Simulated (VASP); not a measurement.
# TiCo (Pm-3m) in VASP: single point with PBE

Aim: the single point of TiCo with PBE.

Program: VASP 6.6.1. These are calculated values, not measurements. Logs are shortened: lines on timing, memory, paths and dates and some standing lists are left out, and cuts for length are marked.

### 1 The cell of the first run

Symmetry: Pm-3m, No. 221, cubic system. Conventional cell: a = 2.986 Å, b = 2.986 Å, c = 2.986 Å, α = 90.00°, β = 90.00°, γ = 90.00°. Ti (site symmetry m-3m) has 8 Co at 2.59 Å and 6 Ti at 2.99 Å within 3.4 Å. Co (site symmetry m-3m) has 8 Ti at 2.59 Å and 6 Co at 2.99 Å within 3.4 Å.

### 2 Single point, PBE

POSCAR

```
TiCo
1.0
    2.9861109900      0.0000000000      0.0000000000
    0.0000000000      2.9861109900      0.0000000000
    0.0000000000      0.0000000000      2.9861109900
Ti Co
1 1
Direct
    0.0000000000      0.0000000000      0.0000000000
    0.5000000000      0.5000000000      0.5000000000
```

INCAR.step1

```
  ALGO = Normal
  EDIFF = 1E-6
  ENCUT = 520
  GGA = PE
  ISIF = 2
  ISMEAR = -1
  LASPH = T
  LCHARG = T
  LMAXMIX = 4
  LREAL = F
  LWAVE = F
  NBANDS = 18
  NELM = 60
  PREC = Accurate
  SIGMA = 0.03
```

KPOINTS.step1

```
k-points
0
Gamma
  13 13 13
```

INCAR.step2

```
  ALGO = Normal
  EDIFF = 1E-6
  ENCUT = 520
  GGA = PE
  ICHARG = 11
  ISIF = 2
  ISMEAR = -5
  LASPH = T
  LCHARG = F
  LMAXMIX = 4
  LORBIT = 10
  LREAL = F
  LWAVE = F
  NEDOS = 1001
  NELM = 60
  PREC = Accurate
  SIGMA = 0.03
```

KPOINTS.step2

```
k-points
0
Gamma
  20 20 20
```

Potentials or basis: VASP PAW PBE potentials, release 64 (Ti_sv, Co).

On the command line:

```console
$ cat potpaw_PBE.64/Ti_sv/POTCAR potpaw_PBE.64/Co/POTCAR > POTCAR
$ cp INCAR.step1 INCAR
$ cp KPOINTS.step1 KPOINTS
$ mpirun -np 1 vasp_std > vasp.out
$ cp INCAR.step2 INCAR
$ cp KPOINTS.step2 KPOINTS
$ mpirun -np 1 vasp_std > vasp.out
```

OUTCAR:

```text
EDIFF = 1E-6
   ENCUT = 520
   GGA = PE
   ICHARG = 11
   ISIF = 2
   ISMEAR = -5
   LASPH = T
   LORBIT = 10
   LREAL = F
   NELM = 60
   PREC = Accurate

 ion  position               nearest neighbor table
   1  0.000  0.000  0.000-   2 2.59   2 2.59   2 2.59   2 2.59   2 2.59   2 2.59   2 2.59   2 2.59

   2  0.500  0.500  0.500-   1 2.59   1 2.59   1 2.59   1 2.59   1 2.59   1 2.59   1 2.59   1 2.59

  LATTYP: Found a simple cubic cell.
 ALAT       =     2.9861109900

  Lattice vectors:

 A1 = (   2.9861109900,   0.0000000000,   0.0000000000)
 A2 = (   0.0000000000,   2.9861109900,   0.0000000000)
 A3 = (   0.0000000000,   0.0000000000,   2.9861109900)

Analysis of symmetry for initial positions (statically):
=====================================================================
 Subroutine PRICEL returns:
 Original cell was already a primitive cell.

 Routine SETGRP: Setting up the symmetry group for a
 simple cubic supercell.

 Subroutine GETGRP returns: Found 48 space group operations
 (whereof 48 operations were pure point group operations)
 out of a pool of 48 trial point group operations.

The static configuration has the point symmetry O_h .

Analysis of symmetry for dynamics (positions and initial velocities):
=====================================================================
 Subroutine PRICEL returns:
 Original cell was already a primitive cell.

 Routine SETGRP: Setting up the symmetry group for a
 simple cubic supercell.

 Subroutine GETGRP returns: Found 48 space group operations
 (whereof 48 operations were pure point group operations)
 out of a pool of 48 trial point group operations.

The dynamic configuration has the point symmetry O_h .

 Subroutine INISYM returns: Found 48 space group operations
 (whereof 48 operations are pure point group operations),
 and found     1 'primitive' translations

----------------------------------------------------------------------------------------

                                     Primitive cell

  volume of cell :      26.6267

  direct lattice vectors                    reciprocal lattice vectors
     2.986110990  0.000000000  0.000000000     0.334883735  0.000000000  0.000000000
     0.000000000  2.986110990  0.000000000     0.000000000  0.334883735  0.000000000
     0.000000000  0.000000000  2.986110990     0.000000000  0.000000000  0.334883735

  length of vectors
     2.986110990  2.986110990  2.986110990     0.334883735  0.334883735  0.334883735

  position of ions in fractional coordinates (direct lattice)
[... 100 lines left out ...]
     AMIX     =   0.40;   BMIX     =  1.00
     AMIX_MAG =   1.60;   BMIX_MAG =  1.00
  volume/ion in A,a.u.               =      13.31        89.84
  Fermi-wavevector in a.u.,A,eV,Ry     =   1.512546  2.858298 31.127355  2.287796
  Thomas-Fermi vector in A             =   2.622456
   LORBIT       =     10    0 simple, 1 ext, 2 COOP (PROOUT), +10 PAW based schemes
   GGA     = PE    functional components
   LHFCALC =     F    Hartree Fock is set to
   AEXX    =    0.0000 exact exchange contribution
   IVDW    =     0    specifies the selected vdW correction
   LEPSILON=     F    determine dielectric tensor
   LRPA    =     F    only Hartree local field effects (RPA)
 non-spin polarized calculation
 Fermi weights with tetrahedron method with Bloechl corrections
  energy-cutoff  :      520.00
  volume of cell :       26.63
 maximum number of plane-waves:       739
 NGX is ok and might be reduce to    24

 number of electron      20.9999983 magnetization

 Free energy of the ion-electron system (eV)
  ---------------------------------------------------
  ext. energy  EPLUGINS =         0.00000000
  ---------------------------------------------------
  free energy    TOTEN  =       -15.63363105 eV

  energy without entropy =      -15.63363105  energy(sigma->0) =      -15.63363105

 E-fermi :   9.9104     XC(G=0): -12.5725

 val. band max:        9.9213269703   @ k =   0.4500   0.4500   0.1500
 cond. band min:       9.8831205743   @ k =   0.4500   0.1500   0.0500
 fundamental gap:     -0.0382063960
 Fermi energy:         9.9104415618

 k-point     1 :       0.0000    0.0000    0.0000
  band No.  band energies     occupation
      1     -47.3172      2.00000
      2     -23.4075      2.00000
      3     -23.4075      2.00000
      4     -23.4075      2.00000
      5       2.2462      2.00000
      6       6.1725      2.00000
      7       6.1725      2.00000
      8       8.4642      2.00000
      9       8.4642      2.00000
     10       8.4642      2.00000
     11      10.6741      0.00000
     12      10.6741      0.00000
     13      12.5933      0.00000
     14      12.5933      0.00000
[... 377 lines left out ...]
      1     -47.3033      2.00000
      2     -23.5090      2.00000
      3     -23.4279      2.00000
      4     -23.3976      2.00000
      5       3.1970      2.00000
      6       6.5486      2.00000
      7       6.6036      2.00000
      8       8.3012      2.00000
      9       8.3764      2.00000
     10       8.6711      2.00000
     11      10.3466      0.00000
     12      10.7423      0.00000
     13      11.4961      0.00000
     14      11.5985      0.00000

 [... further k-points ...]

------------------------ aborting loop because EDIFF is reached ----------------------------------------

  FORCE on cell =-STRESS in cart. coord.  units (eV):
  Direction    XX          YY          ZZ          XY          YZ          ZX
  --------------------------------------------------------------------------------------
  -------------------------------------------------------------------------------------
  Total       -0.4876579     -0.4876579     -0.4876579      0.0000000      0.0000000     -0.0000000
  in kB      -29.3432374    -29.3432374    -29.3432374      0.0000000      0.0000000     -0.0000000
  external PRESSURE =     -29.3432374 kB  Pullay stress =       0.0000000 kB

 VOLUME and BASIS-vectors are now :
 -----------------------------------------------------------------------------
  energy-cutoff  :      520.00
  volume of cell :       26.63
      direct lattice vectors                 reciprocal lattice vectors
     2.986110990  0.000000000  0.000000000     0.334883735  0.000000000  0.000000000
     0.000000000  2.986110990  0.000000000     0.000000000  0.334883735  0.000000000
     0.000000000  0.000000000  2.986110990     0.000000000  0.000000000  0.334883735

 POSITION                                       TOTAL-FORCE (eV/Angst)
 -----------------------------------------------------------------------------------
      0.00000      0.00000      0.00000         0.000000      0.000000      0.000000
      1.49306      1.49306      1.49306         0.000000      0.000000      0.000000
 -----------------------------------------------------------------------------------
    total drift:                                0.000000      0.000000     -0.000000

  FREE ENERGIE OF THE ION-ELECTRON SYSTEM (eV)
  ---------------------------------------------------
  free  energy   TOTEN  =       -15.6336310477 eV

  energy  without entropy=      -15.6336310477  energy(sigma->0) =      -15.63363105

 total charge

# of ion       s       p       d       tot
------------------------------------------
    1        2.247   6.177   1.855  10.278
    2        0.520   0.440   7.348   8.309
--------------------------------------------------
tot          2.767   6.617   9.203  18.587
```

OUTCAR.step1:

```text
EDIFF = 1E-6
   ENCUT = 520
   GGA = PE
   ISIF = 2
   ISMEAR = -1
[... 726 lines left out ...]
 -----------------------------------------------------------------------------------
      0.00000      0.00000      0.00000         0.000000      0.000000      0.000000
      1.49306      1.49306      1.49306         0.000000      0.000000      0.000000
 -----------------------------------------------------------------------------------
    total drift:                                0.000000      0.000000     -0.000000

  FREE ENERGIE OF THE ION-ELECTRON SYSTEM (eV)
  ---------------------------------------------------
  free  energy   TOTEN  =       -15.6390175711 eV

  energy  without entropy=      -15.6311700721  energy(sigma->0) =      -15.63509382
```

OSZICAR.step1:

```text
N       E                     dE             d eps       ncg     rms          rms(c)
DAV:   1     0.158304456516E+03    0.15830E+03   -0.10084E+04  3032   0.146E+03
DAV:   2    -0.878904331843E+01   -0.16709E+03   -0.16149E+03  3052   0.342E+02
DAV:   3    -0.177118347723E+02   -0.89228E+01   -0.87993E+01  3868   0.873E+01
DAV:   4    -0.179831248342E+02   -0.27129E+00   -0.27041E+00  3638   0.130E+01
DAV:   5    -0.179919020833E+02   -0.87772E-02   -0.87761E-02  3656   0.224E+00    0.129E+01
DAV:   6    -0.160273349005E+02    0.19646E+01   -0.97620E+00  3250   0.432E+01    0.616E+00
DAV:   7    -0.187547856010E+02   -0.27275E+01   -0.21526E+01  3872   0.398E+01    0.245E+01
DAV:   8    -0.156337067594E+02    0.31211E+01   -0.14849E+01  3828   0.326E+01    0.179E+00
DAV:   9    -0.156643815994E+02   -0.30675E-01   -0.25293E-01  3518   0.445E+00    0.211E+00
DAV:  10    -0.156398837936E+02    0.24498E-01   -0.84228E-02  4064   0.334E+00    0.437E-01
DAV:  11    -0.156395630866E+02    0.32071E-03   -0.31134E-03  3440   0.638E-01    0.290E-01
DAV:  12    -0.156390395000E+02    0.52359E-03   -0.15427E-03  4216   0.295E-01    0.630E-02
DAV:  13    -0.156390253989E+02    0.14101E-04   -0.60508E-05  3302   0.631E-02    0.344E-02
DAV:  14    -0.156390179995E+02    0.73994E-05   -0.29765E-05  3352   0.566E-02    0.525E-03
DAV:  15    -0.156390175711E+02    0.42847E-06   -0.13257E-06  2372   0.113E-02
   1 F= -.15639018E+02 E0= -.15635094E+02  d E =-.784750E-02
```

Run time: 1.9 min. Hardware: 1 thread of Intel Xeon 8259CL, shared host; peak memory 0.24 GiB.

What came out:

| Item | Value |
| --- | --- |
| Valence electrons inside the program's atomic spheres | Ti 10.28; Co 8.31 |

Caveat: the run has no spin polarisation, though such a crystal can be magnetic.
